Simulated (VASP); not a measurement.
A run of VASP 6.6.1 is set up as follows.

Contents of INCAR:

```
SYSTEM = PtS2
ALGO = Normal
DIPOL = 0.5 0.5 0.379
EDIFF = 1E-6
ENCUT = 520
GGA = PE
IDIPOL = 3
ISIF = 2
ISMEAR = 0
IVDW = 12
LASPH = .TRUE.
LCHARG = .FALSE.
LDIPOL = .TRUE.
LREAL = .FALSE.
LWAVE = .FALSE.
NBANDS = 31
NELM = 100
PREC = Accurate
SIGMA = 0.05
```

The input KPOINTS:

```
k-points
0
G
  9 9 1
  0 0 0
```

The input POSCAR:

```
PtS2
1.0
    3.5415278079      0.0000000000      0.0000000000
   -1.7707639039      3.0670530498      0.0000000000
    0.0000000000      0.0000000000     22.4670615492
S Pt
4 2
Direct
    0.6666666667      0.3333333333      0.2002932155
    0.3333333333      0.6666666667      0.3106183891
    0.3333333333      1.0000000000      0.4480957725
    0.6666666667      0.6666666667      0.5584226664
    0.0000000000      0.0000000000      0.2556499559
    1.0000000000      1.3333333333      0.5030649575
```

Potentials or basis: VASP PAW PBE potentials, release 64 (S, Pt).

Run with:

```sh
$ cat potpaw_PBE.64/S/POTCAR potpaw_PBE.64/Pt/POTCAR > POTCAR
$ mpirun -np 1 vasp_std > vasp.out
```

Task: What does it give for the largest force?

Result: 0.125 eV/Å.

Task: Estimate the dispersion energy per atom.

Result: -0.326 eV.

Task: What does it give for the band gap on the k mesh?

Result: 1.19 eV (least direct gap 1.32 eV).

Forces in eV/Å, atoms in the order of the input:
```
S    0.007 -0.036  0.040
S    0.050 -0.108 -0.040
S   -0.068  0.097  0.040
S   -0.028  0.024 -0.040
Pt  -0.001  0.049 -0.002
Pt   0.041 -0.026  0.002
```

Caveat: the cell differs from its parent crystal (layers slid over each other, then relaxed in part); spin-orbit coupling is left out, which moves the levels of the heavy elements.
